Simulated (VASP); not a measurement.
# Zr (P6_3/mmc) in VASP: further runs

The runs below take Zr through single point, relaxation of volume and atoms at fixed shape, with PBEsol.

Everything below comes from runs of VASP 6.6.1. Logs are shortened: lines on timing, memory, paths and dates and some standing lists are left out, and cuts for length are marked.

### Step 1. The cell of the first run

The structure is hexagonal, space group P6_3/mmc (No. 194). The conventional cell has a = 3.195 Å, b = 3.195 Å, c = 5.087 Å, α = 90.00°, β = 90.00°, γ = 120.00°. Zr (site symmetry -6m2) has 12 Zr at 3.14 to 3.19 Å within 4.1 Å.

### Step 2. Single point, PBEsol

The input, INCAR:

```
PREC     = Accurate       # precision mode
ENCUT    = 520            # plane-wave cutoff, eV
EDIFF    = 1E-7           # SCF threshold, eV
ISMEAR   = 0              # smearing method
SIGMA    = 0.1            # smearing width, eV
LREAL    = False          # projectors in reciprocal space
LASPH    = True           # aspherical terms in the spheres
NELM     = 80             # most SCF steps
ALGO     = Normal         # electronic algorithm
ISIF     = 2              # what is computed and relaxed
LWAVE    = False          # write WAVECAR
LCHARG   = False          # write CHGCAR
GGA      = PS             # functional
NBANDS   = 19             # bands
```

The input, KPOINTS:

```
regular mesh
0
Gamma
  9 9 5
```

The input, POSCAR:

```
Zr
1.0
    3.1946312006      0.0000000000      0.0000000000
   -1.5973156003      2.7666317754      0.0000000000
    0.0000000000      0.0000000000      5.0874897290
Zr
2
Direct
    0.3333333333      0.6666666667      0.2500000000
    0.6666666667      0.3333333333      0.7500000000
```

Potentials or basis: VASP PAW PBE potentials, release 64 (Zr_sv).

Command:

```bash
> cat potpaw_PBE.64/Zr_sv/POTCAR > POTCAR
> mpirun -np 1 vasp_std > vasp.out
```

OUTCAR:

```text
PREC = Accurate
   ENCUT = 520
   EDIFF = 1E-7
   ISMEAR = 0
   LREAL = False
   LASPH = True
   NELM = 80
   ISIF = 2
   GGA = PS

 ion  position               nearest neighbor table
   1  0.333  0.667  0.250-   2 3.14   2 3.14   2 3.14   2 3.14   2 3.14   2 3.14
   2  0.667  0.333  0.750-   1 3.14   1 3.14   1 3.14   1 3.14   1 3.14   1 3.14

  LATTYP: Found a hexagonal cell.
 ALAT       =     3.1946312006
 C/A-ratio  =     1.5925123777

  Lattice vectors:

 A1 = (   3.1946312006,   0.0000000000,   0.0000000000)
 A2 = (  -1.5973156003,   2.7666317754,   0.0000000000)
 A3 = (   0.0000000000,   0.0000000000,   5.0874897290)

Analysis of symmetry for initial positions (statically):
=====================================================================
 Subroutine PRICEL returns:
 Original cell was already a primitive cell.

 Routine SETGRP: Setting up the symmetry group for a
 hexagonal supercell.

 Subroutine GETGRP returns: Found 24 space group operations
 (whereof 12 operations were pure point group operations)
 out of a pool of 24 trial point group operations.

The static configuration has the point symmetry D_3d.
 The point group associated with its full space group is D_6h.

Analysis of symmetry for dynamics (positions and initial velocities):
=====================================================================
 Subroutine PRICEL returns:
 Original cell was already a primitive cell.

 Routine SETGRP: Setting up the symmetry group for a
 hexagonal supercell.

 Subroutine GETGRP returns: Found 24 space group operations
 (whereof 12 operations were pure point group operations)
 out of a pool of 24 trial point group operations.

The dynamic configuration has the point symmetry D_3d.
 The point group associated with its full space group is D_6h.

 Subroutine INISYM returns: Found 24 space group operations
 (whereof 12 operations are pure point group operations),
 and found     1 'primitive' translations

----------------------------------------------------------------------------------------

                                     Primitive cell

  volume of cell :      44.9651

  direct lattice vectors                    reciprocal lattice vectors
     3.194631201  0.000000000  0.000000000     0.313025178  0.180725171  0.000000000
    -1.597315600  2.766631775  0.000000000     0.000000000  0.361450341  0.000000000
     0.000000000  0.000000000  5.087489729     0.000000000  0.000000000  0.196560593

  length of vectors
     3.194631201  3.194631201  5.087489729     0.361450341  0.361450341  0.196560593

  position of ions in fractional coordinates (direct lattice)
     0.333333333  0.666666667  0.250000000
     0.666666667  0.333333333  0.750000000

  ion indices of the primitive-cell ions
   primitive index   ion index
                 1           1
                 2           2

----------------------------------------------------------------------------------------

 KPOINTS: regular mesh

Automatic generation of k-mesh.
 Grid dimensions read from file:
 generate k-points for:    9    9    5

 Generating k-lattice:

  Cartesian coordinates                     Fractional coordinates (reciprocal lattice)
     0.034780575  0.020080575  0.000000000     0.111111111  0.000000000  0.000000000
     0.000000000  0.040161149  0.000000000     0.000000000  0.111111111  0.000000000
     0.000000000  0.000000000  0.039312119     0.000000000  0.000000000  0.200000000

  Length of vectors
     0.040161149  0.040161149  0.039312119

  Shift w.r.t. Gamma in fractional coordinates (k-lattice)
     0.000000000  0.000000000  0.000000000

 Subroutine IBZKPT returns following result:
 ===========================================

 Found     36 irreducible k-points:

 Following reciprocal coordinates:
            Coordinates               Weight
  0.000000  0.000000  0.000000      1.000000
  0.111111  0.000000  0.000000      6.000000
  0.222222  0.000000  0.000000      6.000000
  0.333333  0.000000  0.000000      6.000000
  0.444444  0.000000  0.000000      6.000000
  0.111111  0.111111  0.000000      6.000000
[... 16 lines left out ...]
  0.333333  0.222222  0.200000     24.000000
  0.333333  0.333333  0.200000      4.000000
 [... further k-points ...]
   k-points           NKPTS =     36   k-points in BZ     NKDIM =     36   number of bands    NBANDS=     19
   number of dos      NEDOS =    301   number of ions     NIONS =      2
   total plane-waves  NPLWV =  23040
   dimension x,y,z NGX =    24 NGY =   24 NGZ =   40
   dimension x,y,z NGXF=    48 NGYF=   48 NGZF=   80
   ions per type =               2
   NGX,Y,Z   is equivalent  to a cutoff of  12.49, 12.49, 13.07 a.u.
   NGXF,Y,Z  is equivalent  to a cutoff of  24.98, 24.98, 26.14 a.u.
 SYSTEM =  unknown system
   PREC   = accura    normal or accurate (medium, high low for compatibility)
   ISTART =      0    job   : 0-new  1-cont  2-samecut
   ICHARG =      2    charge: 1-file 2-atom 10-const
   ISPIN  =      1    spin polarized calculation?
   LNONCOLLINEAR =      F non collinear calculations
   LSORBIT =      F    spin-orbit coupling
   LASPH  =      T    aspherical Exc in radial PAW
   ENCUT  =  520.0 eV  38.22 Ry    6.18 a.u.   5.94  5.94  9.46*2*pi/ulx,y,z
   NELM   =     80;   NELMIN=  2; NELMDL= -5     # of ELM steps
   EDIFF  = 0.1E-06   stopping-criterion for ELM
   LREAL  =      F    real-space projection
   EDIFFG = 0.1E-05   stopping-criterion for IOM
   NSW    =      0    number of steps for IOM
   IBRION =     -1    ionic relax: 0-MD 1-quasi-New 2-CG
   NFREE  =      0    steps in history (QN), initial steepest desc. (CG)
   ISIF   =      2    stress and relaxation
   ISYM   =      2    0-nonsym 1-usesym 2-fastsym
   POTIM  = 0.5000    time-step for ionic-motion
   TEBEG  =    0.0;   TEEND  =   0.0 temperature during run
   PSTRESS=    0.0 pullay stress
   NELECT =      24.0000    total number of electrons
   NUPDOWN=      -1.0000    fix difference up-down
   EMIN   =  10.00;   EMAX   =-10.00  energy-range for DOS
   EFERMI =   0.00;   METHOD = LEGACY
   ISMEAR =     0;   SIGMA  =   0.10  broadening in eV -4-tet -1-fermi 0-gaus
   EFERMI_NEDOS =   21; number of points for ismear=-14 and -15
   IALGO  =     38    algorithm
   IMIX   =      4    mixing-type and parameters
     AMIX     =   0.40;   BMIX     =  1.00
     AMIX_MAG =   1.60;   BMIX_MAG =  1.00
  volume/ion in A,a.u.               =      22.48       151.72
  Fermi-wavevector in a.u.,A,eV,Ry     =   1.327965  2.509490 23.993760  1.763492
  Thomas-Fermi vector in A             =   2.457238
   LORBIT       =      0    0 simple, 1 ext, 2 COOP (PROOUT), +10 PAW based schemes
   GGA     = PS    functional components
   LHFCALC =     F    Hartree Fock is set to
   AEXX    =    0.0000 exact exchange contribution
   IVDW    =     0    specifies the selected vdW correction
   LEPSILON=     F    determine dielectric tensor
   LRPA    =     F    only Hartree local field effects (RPA)
 non-spin polarized calculation
 Gauss-broadening in eV      SIGMA  =   0.10
  energy-cutoff  :      520.00
  volume of cell :       44.97
 maximum number of plane-waves:      1233
 NGX is ok and might be reduce to    24
   NGX = 11   NGY = 11   NGZ = 19

 number of electron      24.0000000 magnetization

 Free energy of the ion-electron system (eV)
  ---------------------------------------------------
  ext. energy  EPLUGINS =         0.00000000
  ---------------------------------------------------
  free energy    TOTEN  =       -18.17116740 eV

  energy without entropy =      -18.15962437  energy(sigma->0) =      -18.16539588

 E-fermi :   9.2774     XC(G=0): -11.3631

 val. band max:        9.2706196953   @ k =   0.1111   0.0000   0.2000
 cond. band min:       9.2817472714   @ k =   0.2222   0.2222   0.4000
 fundamental gap:      0.0111275761
 Fermi energy:         9.2773610239

 k-point     1 :       0.0000    0.0000    0.0000
  band No.  band energies     occupation
      1     -39.4149      2.00000
      2     -39.2344      2.00000
      3     -18.0339      2.00000
      4     -17.0556      2.00000
      5     -17.0556      2.00000
      6     -16.8967      2.00000
[... 11 lines left out ...]
     18      11.4490      0.00000
     19      13.8665      0.00000

 k-point     2 :       0.1111    0.0000    0.0000
  band No.  band energies     occupation
      1     -39.3988      2.00000
      2     -39.2278      2.00000
      3     -17.9918      2.00000
      4     -17.1485      2.00000
      5     -17.0858      2.00000
      6     -16.9926      2.00000
[... 11 lines left out ...]
     18      11.1606      0.00000
     19      14.0868      0.00000

 k-point     3 :       0.2222    0.0000    0.0000
  band No.  band energies     occupation
      1     -39.3564      2.00000
      2     -39.2125      2.00000
      3     -17.8756      2.00000
      4     -17.3832      2.00000
      5     -17.2242      2.00000
      6     -17.1582      2.00000
[... 11 lines left out ...]
     18      12.0478      0.00000
     19      14.4508      0.00000

 k-point     4 :       0.3333    0.0000    0.0000
  band No.  band energies     occupation
      1     -39.3034      2.00000
      2     -39.1992      2.00000
      3     -17.7153      2.00000
      4     -17.6477      2.00000
      5     -17.4711      2.00000
      6     -17.2357      2.00000
[... 11 lines left out ...]
     18      13.3166      0.00000
     19      14.6913      0.00000

 k-point     5 :       0.4444    0.0000    0.0000
  band No.  band energies     occupation
      1     -39.2626      2.00000
      2     -39.1965      2.00000
      3     -17.8180      2.00000
      4     -17.6247      2.00000
      5     -17.5714      2.00000
      6     -17.2844      2.00000
[... 11 lines left out ...]
     18      14.7362      0.00000
     19      14.7906      0.00000

 k-point     6 :       0.1111    0.1111    0.0000
  band No.  band energies     occupation
      1     -39.3695      2.00000
      2     -39.2169      2.00000
      3     -17.9125      2.00000
      4     -17.2851      2.00000
      5     -17.2197      2.00000
      6     -17.0826      2.00000
[... 11 lines left out ...]
     18      11.8899      0.00000
     19      14.2686      0.00000

 k-point     7 :       0.2222    0.1111    0.0000
  band No.  band energies     occupation
      1     -39.3216      2.00000
      2     -39.2028      2.00000
      3     -17.7728      2.00000
      4     -17.5146      2.00000
      5     -17.4165      2.00000
      6     -17.1970      2.00000
[... 11 lines left out ...]
     18      13.1795      0.00000
     19      14.4549      0.00000

 k-point     8 :       0.3333    0.1111    0.0000
  band No.  band energies     occupation
      1     -39.2732      2.00000
      2     -39.1961      2.00000
      3     -17.7302      2.00000
      4     -17.6121      2.00000
      5     -17.5633      2.00000
      6     -17.3018      2.00000
[... 256 lines left out ...]
 k-point    20 :       0.3333    0.1111    0.2000
  band No.  band energies     occupation
      1     -39.2659      2.00000
      2     -39.2035      2.00000
      3     -17.8185      2.00000
      4     -17.6588      2.00000
      5     -17.4487      2.00000
      6     -17.2834      2.00000
[... 11 lines left out ...]
     18      14.0604      0.00000
     19      14.9785      0.00000

 k-point    21 :       0.4444    0.1111    0.2000
  band No.  band energies     occupation
      1     -39.2448      2.00000
      2     -39.2027      2.00000
      3     -17.8749      2.00000
      4     -17.7102      2.00000
      5     -17.4373      2.00000
      6     -17.2871      2.00000
[... 11 lines left out ...]
     18      14.5940      0.00000
     19      15.4489      0.00000

 k-point    22 :       0.2222    0.2222    0.2000
  band No.  band energies     occupation
      1     -39.2696      2.00000
      2     -39.2039      2.00000
      3     -17.7472      2.00000
      4     -17.6530      2.00000
      5     -17.4027      2.00000
      6     -17.3447      2.00000
[... 11 lines left out ...]
     18      14.1084      0.00000
     19      15.0727      0.00000

 k-point    23 :       0.3333    0.2222    0.2000
  band No.  band energies     occupation
      1     -39.2365      2.00000
      2     -39.2034      2.00000
      3     -17.7742      2.00000
      4     -17.6740      2.00000
      5     -17.4968      2.00000
      6     -17.3234      2.00000
[... 11 lines left out ...]
     18      14.5461      0.00000
     19      16.0145      0.00000

 k-point    24 :       0.3333    0.3333    0.2000
  band No.  band energies     occupation
      1     -39.2142      2.00000
      2     -39.2142      2.00000
      3     -17.6588      2.00000
      4     -17.6473      2.00000
      5     -17.6473      2.00000
      6     -17.3637      2.00000
[... 11 lines left out ...]
     18      13.8477      0.00000
     19      16.2247      0.00000

 [... further k-points ...]
[... 5 lines left out ...]
  --------------------------------------------------------------------------------------
  -------------------------------------------------------------------------------------
  Total       -0.0946107     -0.0946107      0.2451556      0.0000000      0.0000000      0.0000000
  in kB       -3.3711285     -3.3711285      8.7352776      0.0000000      0.0000000      0.0000000
  external PRESSURE =       0.6643402 kB  Pullay stress =       0.0000000 kB

 VOLUME and BASIS-vectors are now :
 -----------------------------------------------------------------------------
  energy-cutoff  :      520.00
  volume of cell :       44.97
      direct lattice vectors                 reciprocal lattice vectors
     3.194631201  0.000000000  0.000000000     0.313025178  0.180725171  0.000000000
    -1.597315600  2.766631775  0.000000000     0.000000000  0.361450341  0.000000000
     0.000000000  0.000000000  5.087489729     0.000000000  0.000000000  0.196560593

 POSITION                                       TOTAL-FORCE (eV/Angst)
 -----------------------------------------------------------------------------------
     -0.00000      1.84442      1.27187        -0.000000     -0.000000      0.000000
      1.59732      0.92221      3.81562         0.000000      0.000000      0.000000
 -----------------------------------------------------------------------------------
    total drift:                               -0.000000      0.000000     -0.000000

  FREE ENERGIE OF THE ION-ELECTRON SYSTEM (eV)
  ---------------------------------------------------
  free  energy   TOTEN  =       -18.1711674014 eV

  energy  without entropy=      -18.1596243655  energy(sigma->0) =      -18.16539588
```

Wall time 29 s (1 thread of Intel Xeon Platinum 8175M at 2.50GHz (Skylake/Cascade Lake), shared host); peak memory 0.16 GiB.

Results:

- Free energy: -18.1712 eV
- Pressure: 0.1 GPa
- Band gap on the k mesh: zero (band 12 reaches 10.12 eV, above the bottom of band 13 at 9.02 eV)

Stress tensor (GPa, compression positive):
```
-0.34  0.00  0.00
 0.00 -0.34  0.00
 0.00  0.00  0.87
```

Caveat: the PAW data sets were made with another functional, which shifts forces and pressure a little.

### Step 3. Relaxation of volume and atoms at fixed shape, PBEsol

This run uses another cell than the first one, of 23.28 Å³/atom, 1.036 times its volume.

The input, INCAR:

```
PREC = Accurate
ENCUT = 600
EDIFF = 1E-6
ISMEAR = 0
SIGMA = 0.1
LREAL = False
LASPH = True
NELM = 100
ALGO = Normal
ISIF = 8
LWAVE = False
LCHARG = False
GGA = PS
IBRION = 2
NSW = 80
EDIFFG = -0.02
```

The input, KPOINTS:

```
Automatic mesh
0
Gamma
  9 9 5
```

The input, POSCAR:

```
Zr
1.0
    3.2320000000      0.0000000000      0.0000000000
   -1.6160000000      2.7989941000      0.0000000000
    0.0000000000      0.0000000000      5.1470000000
Zr
2
Direct
    0.3333333333      0.6666666667      0.2500000000
    0.6666666667      0.3333333333      0.7500000000
```

Potentials or basis: VASP PAW PBE potentials, release 64 (Zr_sv).

Command:

```bash
> cat potpaw_PBE.64/Zr_sv/POTCAR > POTCAR
> mpirun -np 1 vasp_std > vasp.out
```

Wall time 1.8 min (1 thread of Intel Xeon Platinum 8175M at 2.50GHz (Skylake/Cascade Lake), shared host); peak memory 0.2 GiB.

It converged, with:

| Property | Result |
| --- | --- |
| Free energy | -18.1723 eV |
| Relaxed volume | 22.51 Å³/atom |
| Relaxed cell | a = 3.196 Å, b = 3.196 Å, c = 5.089 Å, α = 90.00°, β = 90.00°, γ = 120.00° |
| Space group after relaxing (to 0.05 Å) | P6_3/mmc (No. 194) |
| Energy gained by relaxing | 8.0 meV/atom |
| Ionic steps | 3 |
| Pressure after relaxing | 0.0 GPa |
| Band gap on the k mesh | zero (band 12 reaches 10.10 eV, above the bottom of band 13 at 9.01 eV) |

Stress tensor (GPa, compression positive):
```
-0.42  0.00  0.00
 0.00 -0.42  0.00
 0.00  0.00  0.78
```

Step by step:
| step | energy change (eV) | largest force (eV/Å) | pressure (GPa) | volume (Å³) |
| --- | --- | --- | --- | --- |
| 1 | 0.0000 | 0.0000 | -3.21 | 46.56 |
| 2 | 0.0007 | 0.0000 | 3.56 | 43.49 |
| 3 | -0.0160 | 0.0000 | -0.02 | 45.02 |

Final structure:
```
Zr
1.0
     3.19587    0.00000    0.00000
    -1.59794    2.76770    0.00000
     0.00000    0.00000    5.08946
Zr
2
Cartesian
  0.0000 1.8451 1.2724
  1.5979 0.9226 3.8171
```

Levels at points of the mesh, in eV from the Fermi level:
```csv
k point,band 10,band 11,band 12,band 13,band 14,band 15
"(0.00, 0.00, 0.00)",-3.15,0.84,0.84,1.00,1.30,1.57
```

Caveat: the PAW data sets were made with another functional, which shifts forces and pressure a little.
